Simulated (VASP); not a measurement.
Input of a VASP 6.6.1 run:

Contents of INCAR:

```
  ALGO = Normal
  EDIFF = 1E-7
  ENCUT = 520
  GGA = PS
  ISIF = 2
  ISMEAR = -1
  LASPH = T
  LCHARG = F
  LREAL = F
  LWAVE = F
  NBANDS = 52
  NELM = 100
  PREC = Accurate
  SIGMA = 0.1
```

Contents of KPOINTS:

```
k-points
0
Gamma
  4 4 4
```

File POSCAR:

```
Cd2B8Au3
1.0
   -0.0000003487      7.6584165191     -0.0000001235
    3.1415723949     -3.8292081170     -0.0280223702
    0.9818457868     -0.0000000452     -5.5721981004
Au B Cd
3 8 2
Direct
    0.2718618062      0.0000000000      0.0000000000
    0.7281381938      0.0000000000      0.0000000000
    0.0000000000      0.0000000000      0.5000000000
    0.0821059851      0.1642119701      0.1062911159
    0.9178940149      0.8357880299      0.8937088841
    0.4144713455      0.2398559360      0.5705179368
    0.1746154096      0.7601440640      0.4294820632
    0.5855286545      0.7601440640      0.4294820632
    0.8253845904      0.2398559360      0.5705179368
    0.6932761880      0.3865523759     -0.2381253066
    0.3067238120      0.6134476241      1.2381253066
    0.6854877485      0.3709754970      0.2552742014
    0.3145122515      0.6290245030      0.7447257986
```

Potentials or basis: VASP PAW PBE potentials, release 64 (Au, B, Cd).

Run with:

```console
$ cat potpaw_PBE.64/Au/POTCAR potpaw_PBE.64/B/POTCAR potpaw_PBE.64/Cd/POTCAR > POTCAR
$ mpirun -np 1 vasp_std > vasp.out
```

Question: What does it give for the largest force?

Answer: 0.054 eV/Å.

Question: Predict the pressure.

Answer: 20.9 GPa.

Forces on the atoms (eV/Å):
```
Au   0.000 -0.054  0.000
Au   0.000  0.054  0.000
Au   0.000  0.000  0.000
B   -0.002  0.000 -0.024
B    0.002  0.000  0.024
B    0.002 -0.033 -0.013
B   -0.002 -0.033  0.013
B   -0.002  0.033  0.013
B    0.002  0.033 -0.013
B    0.027  0.000 -0.001
B   -0.027  0.000  0.001
Cd   0.006  0.000  0.010
Cd  -0.006  0.000 -0.010
```

Caveat: the k points lie up to 0.51 Å⁻¹ apart; the PAW data sets were made with another functional, which shifts forces and pressure a little.
